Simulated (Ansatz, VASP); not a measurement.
## TiTl2H4: VASP beside Ansatz

Contents of INCAR:

```
SYSTEM = TiTl2H4
PREC     = Accurate       ! precision mode
ENCUT    = 1230           ! plane-wave cutoff, eV
EDIFF    = 1E-7           ! SCF threshold, eV
ISMEAR   = 0              ! smearing method
SIGMA    = 0.1            ! smearing width, eV
LREAL    = .FALSE.        ! projectors in reciprocal space
LASPH    = .TRUE.         ! aspherical terms in the spheres
NELM     = 120            ! most SCF steps
ALGO     = Normal         ! electronic algorithm
ISIF     = 3              ! what is computed and relaxed
LWAVE    = .FALSE.        ! write WAVECAR
LCHARG   = .FALSE.        ! write CHGCAR
GGA      = PE             ! functional
IBRION   = 2              ! ionic algorithm
NSW      = 90             ! ionic steps
EDIFFG   = -0.04          ! ionic threshold
GGA_COMPAT= .FALSE.      
NELMIN   = 4
```

The input KPOINTS:

```
regular mesh
0
G
  6 6 6
  0 0 0
```

File POSCAR:

```
TiTl2H4
1.0
   -2.6086031336      2.6086031336      3.6761389347
    2.6086031336     -2.6086031336      3.6761389347
    2.6086031336      2.6086031336     -3.6761389347
Ti Tl H
1 2 4
Direct
    0.0000000000      0.0000000000      0.0000000000
    0.7500000000      0.2500000000      0.5000000000
    0.2500000000      0.7500000000      0.5000000000
    0.2485875902      0.2485875902      0.4971751804
    0.2485875902      0.7514124098      0.0000000000
    0.7514124098      0.7514124098      0.5028248196
    0.7514124098      0.2485875902      0.0000000000
```

Input for Ansatz:

```yaml
crystal:
  lattice:
    - [-2.6086031336, 2.6086031336, 3.6761389347]
    - [2.6086031336, -2.6086031336, 3.6761389347]
    - [2.6086031336, 2.6086031336, -3.6761389347]
  atoms:
    - { symbol: Ti, position: [0.0, 0.0, 0.0] }
    - { symbol: Tl, position: [0.75, 0.25, 0.5] }
    - { symbol: Tl, position: [0.25, 0.75, 0.5] }
    - { symbol: H, position: [0.2485875902, 0.2485875902, 0.4971751804] }
    - { symbol: H, position: [0.2485875902, 0.7514124098, 0.0] }
    - { symbol: H, position: [0.7514124098, 0.7514124098, 0.5028248196] }
    - { symbol: H, position: [0.7514124098, 0.2485875902, 0.0] }
basis:
  ecutwfc: 420
kpoints:
  mp_grid: { grid: [6, 6, 6] }
hamiltonian:
  xc: pbe
scf:
  occupations: { method: gaussian, width: 0.1 }
  lower_state_search: "off"
output:
  forces: true
  stress: true
  eigenvalues: true
relax:
  adjacent_minimum: "off"
  f_tol: 0.04
  max_steps: 70
  cell: { stress_tol: 0.4 }
```

Alike in both runs: task relaxation of cell and atoms; functional PBE; k mesh 6 × 6 × 6; occupations gaussian, width 0.1 eV; no spin polarisation.

|  | VASP | Ansatz |
| --- | --- | --- |
| version | VASP 6.6.1 | Ansatz 0.2.0 |
| potentials or method | VASP PAW PBE potentials, release 64 (Ti_sv, Tl_d, H_h), cutoff 1230 eV | scalar-relativistic, plane waves, PAW |
| valence electrons in the cell | 42 | 42 |

|  | VASP | Ansatz | Ansatz less VASP |
| --- | --- | --- | --- |
| gap on the k mesh at the Fermi level, each at its own relaxed structure (eV) | none | none | - |
| relaxed volume (Å³/atom) | 14.45 | 14.23 | -0.217 |
| relaxed length of the cell vector where the two differ most in proportion (Å) | 5.262 | 5.248 | -0.0138 |

A gap of «none» marks a metal or a gap that the smearing closes.

Spin-orbit coupling is off throughout.
